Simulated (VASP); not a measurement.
# CdS (P6_3/mmc) in VASP: a series of runs

CdS is run at these levels: r2SCAN, PBE; tasks: single point.

Program: VASP 6.6.1. These are calculated values, not measurements. Logs are shortened: lines on timing, memory, paths and dates and some standing lists are left out, and cuts for length are marked.

### Step 1. The cell of the first run

The structure is hexagonal, space group P6_3/mmc (No. 194). The conventional cell has a = 3.879 Å, b = 3.879 Å, c = 6.509 Å, α = 90.00°, β = 90.00°, γ = 120.00°. Within 3.6 Å of Cd (site symmetry -3m) lie 6 S at 2.77 Å and 2 Cd at 3.25 Å. S (site symmetry -6m2) has 6 Cd at 2.77 Å within 3.6 Å.

### Step 2. Single point, r2SCAN (21.21 Å³/atom)

File POSCAR:

```
CdS
1.0
    3.8790741790      0.0000000000      0.0000000000
   -1.9395370895      3.3593767822      0.0000000000
    0.0000000000      0.0000000000      6.5090892723
Cd S
2 2
Direct
    0.0000000000      0.0000000000      0.0000000000
    0.0000000000      0.0000000000      0.5000000000
    0.3333333333      0.6666666667      0.2500000000
    0.6666666667      0.3333333333      0.7500000000
```

File INCAR.step1:

```
SYSTEM = CdS
ALGO = Normal
EDIFF = 1E-4
ENCUT = 520
GGA = PE
ISMEAR = 0
LASPH = .True.
LCHARG = .False.
LREAL = .False.
LWAVE = .True.
NBANDS = 26
NELM = 80
PREC = Accurate
SIGMA = 0.01
```

File INCAR.step2:

```
SYSTEM = CdS
ALGO = Normal
EDIFF = 1E-6
ENCUT = 520
ISIF = 2
ISMEAR = 0
ISTART = 1
LASPH = .True.
LCHARG = .False.
LMIXTAU = .True.
LREAL = .False.
LWAVE = .False.
METAGGA = R2SCAN
NBANDS = 26
NELM = 80
PREC = Accurate
SIGMA = 0.01
```

File KPOINTS:

```
k-points
0
Gamma
  6 6 4
  0 0 0
```

Potentials or basis: VASP PAW PBE potentials, release 64 (Cd, S).

On the command line:

```console
$ cat potpaw_PBE.64/Cd/POTCAR potpaw_PBE.64/S/POTCAR > POTCAR
$ cp INCAR.step1 INCAR
$ mpirun -np 1 vasp_std > vasp.out
$ cp INCAR.step2 INCAR
$ mpirun -np 1 vasp_std > vasp.out
```

OUTCAR:

```text
SYSTEM = CdS
   EDIFF = 1E-6
   ENCUT = 520
   ISIF = 2
   ISMEAR = 0
   ISTART = 1
   LASPH = .True.
   LREAL = .False.
   METAGGA = R2SCAN
   NELM = 80
   PREC = Accurate

 ion  position               nearest neighbor table
   1  0.000  0.000  0.000-   3 2.77   4 2.77   4 2.77   3 2.77   4 2.77   3 2.77   2 3.25   2 3.25

   2  0.000  0.000  0.500-   3 2.77   4 2.77   4 2.77   3 2.77   4 2.77   3 2.77   1 3.25   1 3.25

   3  0.333  0.667  0.250-   1 2.77   2 2.77   1 2.77   2 2.77   1 2.77   2 2.77
   4  0.667  0.333  0.750-   1 2.77   2 2.77   1 2.77   2 2.77   1 2.77   2 2.77

  LATTYP: Found a hexagonal cell.
 ALAT       =     3.8790741790
 C/A-ratio  =     1.6780007218

  Lattice vectors:

 A1 = (   3.8790741790,   0.0000000000,   0.0000000000)
 A2 = (  -1.9395370895,   3.3593767822,   0.0000000000)
 A3 = (   0.0000000000,   0.0000000000,   6.5090892723)

Analysis of symmetry for initial positions (statically):
=====================================================================
 Subroutine PRICEL returns:
 Original cell was already a primitive cell.

 Routine SETGRP: Setting up the symmetry group for a
 hexagonal supercell.

 Subroutine GETGRP returns: Found 24 space group operations
 (whereof 12 operations were pure point group operations)
 out of a pool of 24 trial point group operations.

The static configuration has the point symmetry D_3d.
 The point group associated with its full space group is D_6h.

Analysis of symmetry for dynamics (positions and initial velocities):
=====================================================================
 Subroutine PRICEL returns:
 Original cell was already a primitive cell.

 Routine SETGRP: Setting up the symmetry group for a
 hexagonal supercell.

 Subroutine GETGRP returns: Found 24 space group operations
 (whereof 12 operations were pure point group operations)
 out of a pool of 24 trial point group operations.

The dynamic configuration has the point symmetry D_3d.
 The point group associated with its full space group is D_6h.

 Subroutine INISYM returns: Found 24 space group operations
 (whereof 12 operations are pure point group operations),
 and found     1 'primitive' translations

----------------------------------------------------------------------------------------

                                     Primitive cell

  volume of cell :      84.8217

  direct lattice vectors                    reciprocal lattice vectors
     3.879074179  0.000000000  0.000000000     0.257793472  0.148837130  0.000000000
    -1.939537089  3.359376782  0.000000000     0.000000000  0.297674261  0.000000000
     0.000000000  0.000000000  6.509089272     0.000000000  0.000000000  0.153631324

  length of vectors
     3.879074179  3.879074179  6.509089272     0.297674261  0.297674261  0.153631324

  position of ions in fractional coordinates (direct lattice)
     0.000000000  0.000000000  0.000000000
     0.000000000  0.000000000  0.500000000
     0.333333333  0.666666667  0.250000000
     0.666666667  0.333333333  0.750000000

  ion indices of the primitive-cell ions
   primitive index   ion index
                 1           1
                 2           2
                 3           3
                 4           4

----------------------------------------------------------------------------------------

 KPOINTS: k-points

Automatic generation of k-mesh.
 Grid dimensions read from file:
 generate k-points for:    6    6    4

 Generating k-lattice:

  Cartesian coordinates                     Fractional coordinates (reciprocal lattice)
     0.042965579  0.024806188  0.000000000     0.166666667  0.000000000  0.000000000
     0.000000000  0.049612377  0.000000000     0.000000000  0.166666667  0.000000000
     0.000000000  0.000000000  0.038407831     0.000000000  0.000000000  0.250000000

  Length of vectors
     0.049612377  0.049612377  0.038407831

  Shift w.r.t. Gamma in fractional coordinates (k-lattice)
     0.000000000  0.000000000  0.000000000

 Subroutine IBZKPT returns following result:
 ===========================================

 Found     21 irreducible k-points:

 Following reciprocal coordinates:
            Coordinates               Weight
  0.000000  0.000000  0.000000      1.000000
  0.166667  0.000000  0.000000      6.000000
  0.333333 -0.000000  0.000000      6.000000
  0.500000  0.000000  0.000000      3.000000
  0.166667  0.166667  0.000000      6.000000
  0.333333  0.166667  0.000000     12.000000
[... 13 lines left out ...]
  0.333333  0.166667  0.500000     12.000000
  0.333333  0.333333  0.500000      2.000000
   k-points           NKPTS =     21   k-points in BZ     NKDIM =     21   number of bands    NBANDS=     26
   number of dos      NEDOS =    301   number of ions     NIONS =      4
   total plane-waves  NPLWV =  43200
   dimension x,y,z NGX =    30 NGY =   30 NGZ =   48
   dimension x,y,z NGXF=    60 NGYF=   60 NGZF=   96
   ions per type =               2   2
   NGX,Y,Z   is equivalent  to a cutoff of  12.86, 12.86, 12.26 a.u.
   NGXF,Y,Z  is equivalent  to a cutoff of  25.71, 25.71, 24.52 a.u.
 SYSTEM =  CdS
   PREC   = accura    normal or accurate (medium, high low for compatibility)
   ISTART =      1    job   : 0-new  1-cont  2-samecut
   ICHARG =      0    charge: 1-file 2-atom 10-const
   ISPIN  =      1    spin polarized calculation?
   LNONCOLLINEAR =      F non collinear calculations
   LSORBIT =      F    spin-orbit coupling
   LASPH  =      T    aspherical Exc in radial PAW
   ENCUT  =  520.0 eV  38.22 Ry    6.18 a.u.   7.21  7.21 12.10*2*pi/ulx,y,z
   NELM   =     80;   NELMIN=  2; NELMDL=  0     # of ELM steps
   EDIFF  = 0.1E-05   stopping-criterion for ELM
   LREAL  =      F    real-space projection
   EDIFFG = 0.1E-04   stopping-criterion for IOM
   NSW    =      0    number of steps for IOM
   IBRION =     -1    ionic relax: 0-MD 1-quasi-New 2-CG
   NFREE  =      0    steps in history (QN), initial steepest desc. (CG)
   ISIF   =      2    stress and relaxation
   ISYM   =      2    0-nonsym 1-usesym 2-fastsym
   POTIM  = 0.5000    time-step for ionic-motion
   TEBEG  =    0.0;   TEEND  =   0.0 temperature during run
   PSTRESS=    0.0 pullay stress
   NELECT =      36.0000    total number of electrons
   NUPDOWN=      -1.0000    fix difference up-down
   EMIN   =  10.00;   EMAX   =-10.00  energy-range for DOS
   EFERMI =   0.00;   METHOD = LEGACY
   ISMEAR =     0;   SIGMA  =   0.01  broadening in eV -4-tet -1-fermi 0-gaus
   EFERMI_NEDOS =   21; number of points for ismear=-14 and -15
   IALGO  =     38    algorithm
   IMIX   =      4    mixing-type and parameters
     AMIX     =   0.40;   BMIX     =  1.00
     AMIX_MAG =   1.60;   BMIX_MAG =  1.00
  volume/ion in A,a.u.               =      21.21       143.10
  Fermi-wavevector in a.u.,A,eV,Ry     =   1.230288  2.324906 20.593882  1.513608
  Thomas-Fermi vector in A             =   2.365142
   LORBIT       =      0    0 simple, 1 ext, 2 COOP (PROOUT), +10 PAW based schemes
   METAGGA = R2SCAN    functional components
   LHFCALC =     F    Hartree Fock is set to
   AEXX    =    0.0000 exact exchange contribution
   IVDW    =     0    specifies the selected vdW correction
   LEPSILON=     F    determine dielectric tensor
   LRPA    =     F    only Hartree local field effects (RPA)
 non-spin polarized calculation
 Gauss-broadening in eV      SIGMA  =   0.01
  energy-cutoff  :      520.00
  volume of cell :       84.82
 maximum number of plane-waves:      2319
 NGX is ok and might be reduce to    30
   NGX = 15   NGY = 15   NGZ = 25

 number of electron      35.9999987 magnetization

 Free energy of the ion-electron system (eV)
  ---------------------------------------------------
  ext. energy  EPLUGINS =         0.00000000
  ---------------------------------------------------
  free energy    TOTEN  =       -58.83806951 eV

  energy without entropy =      -58.83806951  energy(sigma->0) =      -58.83806951

 E-fermi :   2.4517     XC(G=0): -10.7459

 val. band max:        2.3714265503   @ k =   0.0000   0.0000   0.0000
 cond. band min:       3.4715440449   @ k =   0.0000   0.0000   0.0000
 fundamental gap:      1.1001174946
 Fermi energy:         2.4517107755

 k-point     1 :       0.0000    0.0000    0.0000
  band No.  band energies     occupation
      1     -10.7322      2.00000
      2      -9.7238      2.00000
      3      -5.8811      2.00000
      4      -5.8395      2.00000
      5      -5.8395      2.00000
      6      -5.5200      2.00000
[... 18 lines left out ...]
     25      12.0709      0.00000
     26      12.0709      0.00000

 k-point     2 :       0.1667    0.0000    0.0000
  band No.  band energies     occupation
      1     -10.5311      2.00000
      2      -9.7390      2.00000
      3      -5.8706      2.00000
      4      -5.8293      2.00000
      5      -5.6245      2.00000
      6      -5.5764      2.00000
[... 18 lines left out ...]
     25      10.8988      0.00000
     26      11.2499      0.00000

 k-point     3 :       0.3333   -0.0000    0.0000
  band No.  band energies     occupation
      1     -10.0817      2.00000
      2      -9.7442      2.00000
      3      -5.8752      2.00000
      4      -5.8462      2.00000
      5      -5.7191      2.00000
      6      -5.6535      2.00000
[... 18 lines left out ...]
     25      10.6637      0.00000
     26      12.6264      0.00000

 k-point     4 :       0.5000    0.0000    0.0000
  band No.  band energies     occupation
      1      -9.9007      2.00000
      2      -9.6494      2.00000
      3      -5.9158      2.00000
      4      -5.8658      2.00000
      5      -5.7901      2.00000
      6      -5.7147      2.00000
[... 18 lines left out ...]
     25      10.9260      0.00000
     26      14.1314      0.00000
[... 409 lines left out ...]
      1      -9.9753      2.00000
      2      -9.9753      2.00000
      3      -5.6718      2.00000
      4      -5.6718      2.00000
      5      -5.5901      2.00000
      6      -5.5901      2.00000
[... 18 lines left out ...]
     25      11.3217      0.00000
     26      11.3217      0.00000

 k-point    20 :       0.3333    0.1667    0.5000
  band No.  band energies     occupation
      1      -9.7806      2.00000
      2      -9.7806      2.00000
      3      -5.7152      2.00000
      4      -5.7152      2.00000
      5      -5.5649      2.00000
      6      -5.5649      2.00000
[... 18 lines left out ...]
     25      11.8938      0.00000
     26      11.8938      0.00000

 k-point    21 :       0.3333    0.3333    0.5000
  band No.  band energies     occupation
      1      -9.7162      2.00000
      2      -9.7162      2.00000
      3      -5.7837      2.00000
      4      -5.7837      2.00000
      5      -5.4998      2.00000
      6      -5.4998      2.00000
[... 18 lines left out ...]
     25      11.5926      0.00000
     26      11.5926      0.00000

------------------------ aborting loop because EDIFF is reached ----------------------------------------

  FORCE on cell =-STRESS in cart. coord.  units (eV):
  Direction    XX          YY          ZZ          XY          YZ          ZX
  --------------------------------------------------------------------------------------
  -------------------------------------------------------------------------------------
  Total       -0.9384782     -0.9384782     -1.0528853      0.0000000     -0.0000000      0.0000000
  in kB      -17.7266942    -17.7266942    -19.8877026      0.0000000     -0.0000000      0.0000000
  external PRESSURE =     -18.4470303 kB  Pullay stress =       0.0000000 kB

 VOLUME and BASIS-vectors are now :
 -----------------------------------------------------------------------------
  energy-cutoff  :      520.00
  volume of cell :       84.82
      direct lattice vectors                 reciprocal lattice vectors
     3.879074179  0.000000000  0.000000000     0.257793472  0.148837130  0.000000000
    -1.939537089  3.359376782  0.000000000     0.000000000  0.297674261  0.000000000
     0.000000000  0.000000000  6.509089272     0.000000000  0.000000000  0.153631324

 POSITION                                       TOTAL-FORCE (eV/Angst)
 -----------------------------------------------------------------------------------
      0.00000      0.00000      0.00000        -0.000000      0.000000     -0.000000
      0.00000      0.00000      3.25454        -0.000000      0.000000     -0.000000
     -0.00000      2.23958      1.62727         0.000000      0.000000      0.000000
      1.93954      1.11979      4.88182        -0.000000     -0.000000     -0.000000
 -----------------------------------------------------------------------------------
    total drift:                               -0.000000      0.000000     -0.000000

  FREE ENERGIE OF THE ION-ELECTRON SYSTEM (eV)
  ---------------------------------------------------
  free  energy   TOTEN  =       -58.8380695098 eV

  energy  without entropy=      -58.8380695098  energy(sigma->0) =      -58.83806951
```

Run time: 2.8 min. Hardware: 1 thread of Intel Xeon 8259CL, shared host; peak memory 0.22 GiB.

Results:

```
Free energy            : -58.8381 eV
Pressure               : -1.8 GPa
Band gap on the k mesh : 1.10 eV
```

Stress tensor (GPa, compression positive):
```
-1.77  0.00  0.00
 0.00 -1.77  0.00
 0.00  0.00 -1.99
```

Caveat: the PAW data sets were made with another functional, which shifts forces and pressure a little.

### Step 3. Single point, r2SCAN (21.82 Å³/atom)

This run uses another cell than the first one, of 21.82 Å³/atom.

File POSCAR:

```
CdS
1.0
    3.9163752574      0.0000000000      0.0000000000
   -1.9581876287      3.3916804637      0.0000000000
    0.0000000000      0.0000000000      6.5716805088
Cd S
2 2
Direct
    0.0000000000      0.0000000000      0.0000000000
    0.0000000000      0.0000000000      0.5000000000
    0.3333333333      0.6666666667      0.2500000000
    0.6666666667      0.3333333333      0.7500000000
```

File INCAR.step1:

```
SYSTEM = CdS
  PREC = Accurate
  ENCUT = 520
  ISMEAR = 0
  SIGMA = 0.01
  LREAL = .False.
  LASPH = .True.
  NELM = 80
  NBANDS = 26
  GGA = PE
  ALGO = Normal
  EDIFF = 1E-4
  LWAVE = .True.
  LCHARG = .False.
```

File INCAR.step2:

```
SYSTEM = CdS
  PREC = Accurate
  ENCUT = 520
  EDIFF = 1E-7
  ISMEAR = 0
  SIGMA = 0.01
  LREAL = .False.
  LASPH = .True.
  NELM = 80
  ALGO = Normal
  ISIF = 2
  LWAVE = .False.
  LCHARG = .True.
  METAGGA = R2SCAN
  LMIXTAU = .True.
  LELF = .True.
  LVHAR = .True.
  NBANDS = 26
  ISTART = 1
```

File KPOINTS:

```
regular mesh
0
Gamma
  6 6 4
  0 0 0
```

Potentials or basis: VASP PAW PBE potentials, release 64 (Cd, S).

On the command line:

```console
$ cat potpaw_PBE.64/Cd/POTCAR potpaw_PBE.64/S/POTCAR > POTCAR
$ cp INCAR.step1 INCAR
$ mpirun -np 1 vasp_std > vasp.out
$ cp INCAR.step2 INCAR
$ mpirun -np 1 vasp_std > vasp.out
```

Run time: 3.5 min. Hardware: 1 thread of Intel Xeon 8259CL, shared host; peak memory 0.23 GiB.

It converged, with:

```
Free energy            : -58.7947 eV
Pressure               : -3.8 GPa
Band gap on the k mesh : 0.97 eV
```

Stress tensor (GPa, compression positive):
```
-3.66  0.00  0.00
 0.00 -3.66  0.00
 0.00  0.00 -4.06
```

Levels at points of the mesh, in eV from the valence-band top:
| k point | band 14 | band 15 | band 16 | band 17 | band 18 | band 19 | band 20 | band 21 | band 22 | band 23 |
| --- | --- | --- | --- | --- | --- | --- | --- | --- | --- | --- |
| (0.00, 0.00, 0.00) | -0.80 | -0.65 | -0.65 | 0.00 | 0.00 | 0.97 | 4.01 | 7.31 | 7.32 | 7.32 |
| (0.50, 0.00, 0.00) | -3.46 | -2.84 | -1.88 | -1.34 | -0.05 | 2.80 | 4.09 | 4.35 | 6.48 | 7.39 |
| (0.00, 0.00, 0.50) | -3.30 | -0.30 | -0.30 | -0.30 | -0.30 | 3.38 | 3.38 | 7.23 | 7.23 | 7.74 |
| (0.50, 0.00, 0.50) | -4.37 | -1.24 | -1.24 | -1.06 | -1.06 | 2.51 | 2.51 | 6.40 | 6.40 | 8.34 |

Caveat: the cell stands under tension; the PAW data sets were made with another functional, which shifts forces and pressure a little.

### Step 4. Single point, PBE

This run uses another cell than the first one, of 20.59 Å³/atom.

File INCAR:

```
ALGO = Normal ; EDIFF = 1E-6
ENCUT = 520 ; GGA = PE
ISIF = 2 ; ISMEAR = 0
LASPH = True ; LCHARG = True
LELF = True ; LREAL = False
LVHAR = True ; LWAVE = False
NBANDS = 26 ; NELM = 80
PREC = Accurate ; SIGMA = 0.01
```

File KPOINTS:

```
k-points
0
Gamma
  12 12 4
```

File POSCAR:

```
CdS
1.0
    3.8410415908      0.0000000000      0.0000000000
   -1.9205207954      3.3264395946      0.0000000000
    0.0000000000      0.0000000000      6.4452705618
Cd S
2 2
Direct
    0.0000000000      0.0000000000      0.0000000000
    0.0000000000      0.0000000000      0.5000000000
    0.3333333333      0.6666666667      0.2500000000
    0.6666666667      0.3333333333      0.7500000000
```

On the command line:

```console
$ cat potpaw_PBE.64/Cd/POTCAR potpaw_PBE.64/S/POTCAR > POTCAR
$ mpirun -np 1 vasp_std > vasp.out
```

It took 1.8 min on 1 thread of Intel Xeon 8259CL, shared host; peak memory 0.25 GiB.

Results (log left out):

```yaml
Free_energy: -11.5748 eV
Pressure: 2.2 GPa
Band_gap_on_the_k_mesh: 0.64 eV
```

Stress tensor (GPa, compression positive):
```
2.21 0.00 0.00
0.00 2.21 0.00
0.00 0.00 2.10
```

Levels at points of the mesh, in eV from the valence-band top:
```csv
k point,band 16,band 17,band 18,band 19,band 20,band 21
"(0.00, 0.00, 0.00)",-0.76,0.00,0.00,0.64,3.45,6.75
"(0.50, 0.00, 0.00)",-2.08,-1.50,-0.05,2.54,3.77,3.80
"(0.00, 0.00, 0.50)",-0.36,-0.36,-0.36,3.06,3.06,6.80
"(0.50, 0.00, 0.50)",-1.34,-1.18,-1.18,2.10,2.10,5.90
```

(Part 1 of 2 ends here.)
